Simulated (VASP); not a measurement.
# CeInPt2N (Pmmn) in VASP: single point with r2SCAN

Aim: the single point of CeInPt2N with r2SCAN.

Program: VASP 6.6.1. These are calculated values, not measurements. Logs are shortened: lines on timing, memory, paths and dates and some standing lists are left out, and cuts for length are marked.

## Step 1: The cell of the first run

The typed cell holds 10 atoms: a = 3.848 Å, b = 3.854 Å, c = 12.268 Å, α = 90.00°, β = 90.00°, γ = 90.00°.

## Step 2: Single point, r2SCAN

File POSCAR:

```
CeInPt2N
1.0
    3.8478564100      0.0000000000      0.0000000000
    0.0000000000      3.8536734000      0.0000000000
    0.0000000000      0.0000000000     12.2683770800
Ce In Pt N
2 2 4 2
Direct
    0.2500000000      0.2500000000      0.0987700000
    0.7500000000      0.7500000000      0.9012300000
    0.2500000000      0.2500000000      0.6079300000
    0.7500000000      0.7500000000      0.3920700000
    0.2500000000      0.2500000000      0.4081000000
    0.7500000000      0.7500000000      0.5919000000
    0.2500000000      0.2500000000      0.7956000000
    0.7500000000      0.7500000000      0.2044000000
    0.7500000000      0.2500000000      0.0000000000
    0.2500000000      0.7500000000      0.0000000000
```

File INCAR.step1:

```
SYSTEM = CeInPt2N
PREC     = Accurate       ! precision mode
ENCUT    = 520            ! plane-wave cutoff, eV
ISMEAR   = 1              ! smearing method
SIGMA    = 0.0403         ! smearing width, eV
LREAL    = .FALSE.        ! projectors in reciprocal space
LASPH    = .TRUE.         ! aspherical terms in the spheres
NELM     = 100            ! most SCF steps
NBANDS   = 61             ! bands
GGA      = PE             ! functional
ALGO     = Normal         ! electronic algorithm
EDIFF    = 1E-4           ! SCF threshold, eV
LWAVE    = .TRUE.         ! write WAVECAR
LCHARG   = .FALSE.        ! write CHGCAR
```

File INCAR.step2:

```
SYSTEM = CeInPt2N
PREC     = Accurate       ! precision mode
ENCUT    = 520            ! plane-wave cutoff, eV
EDIFF    = 1E-7           ! SCF threshold, eV
ISMEAR   = 1              ! smearing method
SIGMA    = 0.0403         ! smearing width, eV
LREAL    = .FALSE.        ! projectors in reciprocal space
LASPH    = .TRUE.         ! aspherical terms in the spheres
NELM     = 100            ! most SCF steps
ALGO     = Normal         ! electronic algorithm
ISIF     = 2              ! what is computed and relaxed
LWAVE    = .FALSE.        ! write WAVECAR
LCHARG   = .FALSE.        ! write CHGCAR
METAGGA  = R2SCAN         ! meta-GGA
LMIXTAU  = .TRUE.       
NBANDS   = 61             ! bands
ISTART   = 1
```

File KPOINTS:

```
regular mesh
0
G
  5 5 2
  0 0 0
```

Potentials or basis: VASP PAW PBE potentials, release 64 (Ce, In_d, Pt, N).

The run is started by

```sh
$ cat potpaw_PBE.64/Ce/POTCAR potpaw_PBE.64/In_d/POTCAR potpaw_PBE.64/Pt/POTCAR potpaw_PBE.64/N/POTCAR > POTCAR
$ cp INCAR.step1 INCAR
$ mpirun -np 1 vasp_std > vasp.out
$ cp INCAR.step2 INCAR
$ mpirun -np 1 vasp_std > vasp.out
```

OUTCAR:

```text
SYSTEM = CeInPt2N
   PREC = Accurate
   ENCUT = 520
   EDIFF = 1E-7
   ISMEAR = 1
   LREAL = .FALSE.
   LASPH = .TRUE.
   NELM = 100
   ISIF = 2
   METAGGA = R2SCAN
   ISTART = 1

 ion  position               nearest neighbor table
   1  0.250  0.250  0.099-   9 2.27   9 2.27  10 2.28  10 2.28   8 3.02   8 3.02   8 3.02   8 3.02

   2  0.750  0.750  0.901-  10 2.27  10 2.27   9 2.28   9 2.28   7 3.02   7 3.02   7 3.02   7 3.02

   3  0.250  0.250  0.608-   7 2.30   5 2.45   6 2.73   6 2.73   6 2.73   6 2.73   4 3.80   4 3.80
                             4 3.80   4 3.80
   4  0.750  0.750  0.392-   8 2.30   6 2.45   5 2.73   5 2.73   5 2.73   5 2.73   3 3.80   3 3.80
                             3 3.80   3 3.80
   5  0.250  0.250  0.408-   3 2.45   4 2.73   4 2.73   4 2.73   4 2.73
   6  0.750  0.750  0.592-   4 2.45   3 2.73   3 2.73   3 2.73   3 2.73
   7  0.250  0.250  0.796-   3 2.30   2 3.02   2 3.02   2 3.02   2 3.02
   8  0.750  0.750  0.204-   4 2.30   1 3.02   1 3.02   1 3.02   1 3.02
   9  0.750  0.250  0.000-   1 2.27   1 2.27   2 2.28   2 2.28
  10  0.250  0.750  0.000-   2 2.27   2 2.27   1 2.28   1 2.28

  LATTYP: Found a simple orthorhombic cell.
 ALAT       =     3.8478564100
 B/A-ratio  =     1.0015117482
 C/A-ratio  =     3.1883666574

  Lattice vectors:

 A1 = (   3.8478564100,   0.0000000000,   0.0000000000)
 A2 = (   0.0000000000,   3.8536734000,   0.0000000000)
 A3 = (   0.0000000000,   0.0000000000,  12.2683770800)

Analysis of symmetry for initial positions (statically):
=====================================================================
 Subroutine PRICEL returns:
 Original cell was already a primitive cell.

 Routine SETGRP: Setting up the symmetry group for a
 simple orthorhombic supercell.

 Subroutine GETGRP returns: Found  8 space group operations
 (whereof  2 operations were pure point group operations)
 out of a pool of  8 trial point group operations.

The static configuration has the point symmetry S_2 .
 The point group associated with its full space group is D_2h.

Analysis of symmetry for dynamics (positions and initial velocities):
=====================================================================
 Subroutine PRICEL returns:
 Original cell was already a primitive cell.

 Routine SETGRP: Setting up the symmetry group for a
 simple orthorhombic supercell.

 Subroutine GETGRP returns: Found  8 space group operations
 (whereof  2 operations were pure point group operations)
 out of a pool of  8 trial point group operations.
[... 119 lines left out ...]
   POTIM  = 0.5000    time-step for ionic-motion
   TEBEG  =    0.0;   TEEND  =   0.0 temperature during run
   PSTRESS=    0.0 pullay stress
   NELECT =     100.0000    total number of electrons
   NUPDOWN=      -1.0000    fix difference up-down
   EMIN   =  10.00;   EMAX   =-10.00  energy-range for DOS
   EFERMI =   0.00;   METHOD = LEGACY
   ISMEAR =     1;   SIGMA  =   0.04  broadening in eV -4-tet -1-fermi 0-gaus
   EFERMI_NEDOS =   21; number of points for ismear=-14 and -15
   IALGO  =     38    algorithm
   IMIX   =      4    mixing-type and parameters
     AMIX     =   0.40;   BMIX     =  1.00
     AMIX_MAG =   1.60;   BMIX_MAG =  1.00
  volume/ion in A,a.u.               =      18.19       122.77
  Fermi-wavevector in a.u.,A,eV,Ry     =   1.341059  2.534234 24.469250  1.798439
  Thomas-Fermi vector in A             =   2.469323
   LORBIT       =      0    0 simple, 1 ext, 2 COOP (PROOUT), +10 PAW based schemes
   METAGGA = R2SCAN    functional components
   LHFCALC =     F    Hartree Fock is set to
   AEXX    =    0.0000 exact exchange contribution
   IVDW    =     0    specifies the selected vdW correction
   LEPSILON=     F    determine dielectric tensor
   LRPA    =     F    only Hartree local field effects (RPA)
 non-spin polarized calculation
 Methfessel and Paxton  Order N= 1 SIGMA  =   0.04
  energy-cutoff  :      520.00
  volume of cell :      181.92
 maximum number of plane-waves:      4922
 NGX is ok and might be reduce to    30
   NGX = 15   NGY = 15   NGZ = 45

 number of electron      99.9999976 magnetization

 Free energy of the ion-electron system (eV)
  ---------------------------------------------------
  ext. energy  EPLUGINS =         0.00000000
  ---------------------------------------------------
  free energy    TOTEN  =      -335.68578515 eV

  energy without entropy =     -335.68547072  energy(sigma->0) =     -335.68568034

 E-fermi :   8.1470     XC(G=0): -12.3640

 val. band max:        8.0394699288   @ k =   0.4000   0.4000   0.0000
 cond. band min:       8.1590384037   @ k =   0.0000   0.4000   0.0000
 fundamental gap:      0.1195684749
 Fermi energy:         8.1470434735

 k-point     1 :       0.0000    0.0000    0.0000
  band No.  band energies     occupation
      1     -26.9230      2.00000
      2     -26.6915      2.00000
      3     -10.8728      2.00000
      4      -9.3227      2.00000
      5      -9.3210      2.00000
      6      -8.9257      2.00000
[... 1141 lines left out ...]
     60       9.4426      0.00000
     61       9.4596      0.00000

------------------------ aborting loop because EDIFF is reached ----------------------------------------

  FORCE on cell =-STRESS in cart. coord.  units (eV):
  Direction    XX          YY          ZZ          XY          YZ          ZX
  --------------------------------------------------------------------------------------
  -------------------------------------------------------------------------------------
  Total        6.0097391      5.9418713     27.9329484      0.0000000      0.0000000      0.0000000
  in kB       52.9279802     52.3302663    246.0064442      0.0000000      0.0000000      0.0000000
  external PRESSURE =     117.0882302 kB  Pullay stress =       0.0000000 kB

 VOLUME and BASIS-vectors are now :
 -----------------------------------------------------------------------------
  energy-cutoff  :      520.00
  volume of cell :      181.92
      direct lattice vectors                 reciprocal lattice vectors
     3.847856410  0.000000000  0.000000000     0.259884958  0.000000000  0.000000000
     0.000000000  3.853673400  0.000000000     0.000000000  0.259492670  0.000000000
     0.000000000  0.000000000 12.268377080     0.000000000  0.000000000  0.081510374

 POSITION                                       TOTAL-FORCE (eV/Angst)
 -----------------------------------------------------------------------------------
      0.96196      0.96342      1.21175         0.000000      0.000000     -0.362769
      2.88589      2.89026     11.05663         0.000000      0.000000      0.362769
      0.96196      0.96342      7.45831        -0.000000      0.000000     -2.470532
      2.88589      2.89026      4.81006         0.000000      0.000000      2.470532
      0.96196      0.96342      5.00672        -0.000000     -0.000000     -1.791971
      2.88589      2.89026      7.26165         0.000000     -0.000000      1.791971
      0.96196      0.96342      9.76072         0.000000      0.000000      3.899941
      2.88589      2.89026      2.50766         0.000000      0.000000     -3.899941
      2.88589      0.96342      0.00000         0.000000      0.000000     -0.010805
      0.96196      2.89026      0.00000        -0.000000      0.000000      0.010805
 -----------------------------------------------------------------------------------
    total drift:                                0.000000      0.000000      0.000000

  FREE ENERGIE OF THE ION-ELECTRON SYSTEM (eV)
  ---------------------------------------------------
  free  energy   TOTEN  =      -335.6857851481 eV

  energy  without entropy=     -335.6854707235  energy(sigma->0) =     -335.68568034
```

Wall time 19 min (1 thread of Intel Xeon Platinum 8488C (Sapphire Rapids), shared host); peak memory 0.44 GiB.

What came out:

* Free energy: -335.6858 eV
* Pressure: 11.7 GPa
* Largest force: 3.900 eV/Å
* Band gap on the k mesh: zero (band 50 reaches 8.44 eV, above the bottom of band 51 at 7.91 eV)

Forces in eV/Å, atoms in the order of the input:
```
Ce   0.000  0.000 -0.363
Ce   0.000  0.000  0.363
In   0.000  0.000 -2.471
In   0.000  0.000  2.471
Pt   0.000  0.000 -1.792
Pt   0.000  0.000  1.792
Pt   0.000  0.000  3.900
Pt   0.000  0.000 -3.900
N    0.000  0.000 -0.011
N    0.000  0.000  0.011
```

Stress tensor (GPa, compression positive):
```
 5.29  0.00  0.00
 0.00  5.23  0.00
 0.00  0.00 24.60
```

Caveat: the PAW data sets were made with another functional, which shifts forces and pressure a little; spin-orbit coupling is left out, which moves the levels of the heavy elements; the run has no spin polarisation, though such a crystal can be magnetic; without U or exact exchange the open f shell lies at the Fermi level, which spoils levels, moments and volumes. Spin polarisation is off, so any magnetic state and its effect on volume and gap are missing.
